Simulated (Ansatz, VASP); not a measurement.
## Two plane-wave programs on Hg

Contents of INCAR:

```
  PREC = Accurate
  ENCUT = 520
  EDIFF = 1E-6
  ISMEAR = 0
  SIGMA = 0.15
  LREAL = False
  LASPH = True
  NELM = 80
  ALGO = Fast
  ISIF = 2
  LWAVE = False
  LCHARG = False
  GGA = PS
  IVDW = 12
  NBANDS = 19
```

File KPOINTS:

```
regular mesh
0
Gamma
  18 18 10
```

File POSCAR:

```
Hg
1.0
    3.1540667384      0.0000000000      0.0000000000
   -1.5770333692      2.7315019207      0.0000000000
    0.0000000000      0.0000000000      4.8734000000
Hg
2
Direct
    0.6666666667      0.3333333333      0.7500000000
    0.3333333333      0.6666666667      0.2500000000
```

Input for Ansatz:

```yaml
crystal:
  lattice:
    - [3.1540667384, 0.0, 0.0]
    - [-1.5770333692, 2.7315019207, 0.0]
    - [0.0, 0.0, 4.8734]
  atoms:
    - { symbol: Hg, position: [0.6666666667, 0.3333333333, 0.75] }
    - { symbol: Hg, position: [0.3333333333, 0.6666666667, 0.25] }
basis:
  ecutwfc: 420
kpoints:
  mp_grid: { grid: [18, 18, 10] }
hamiltonian:
  xc: pbesol
  dispersion: d3bj
scf:
  occupations: { method: gaussian, width: 0.15 }
output:
  forces: true
  stress: true
  eigenvalues: true
```

Alike in both runs: task single point; functional PBEsol; dispersion D3(BJ); k mesh 18 × 18 × 10; occupations gaussian, width 0.15 eV; no spin polarisation.

```csv
,VASP,Ansatz
version,VASP 6.6.1,Ansatz 0.2.0
potentials or method,"VASP PAW PBE potentials, release 64 (Hg), cutoff 520 eV","scalar-relativistic, plane waves, PAW"
valence electrons in the cell,24,40
```

Ansatz gave:

- gap on the k mesh at the Fermi level (eV): none
- pressure (GPa): 2.5
- traceless stress, the component that is largest in VASP (GPa): 0.39

**Question.** Which values does VASP return?

**Answer.** gap on the k mesh at the Fermi level (eV): none; pressure (GPa): 3.2; traceless stress, the component that is largest in VASP (GPa): 0.47.

VASP's potentials were made for PBE, not for PBEsol. A gap of «none» marks a metal or a gap that the smearing closes. VASP's potentials hold 24 valence electrons a cell and Ansatz's 40, so a difference there can come from the potentials and not from the codes.

Spin-orbit coupling is off throughout.
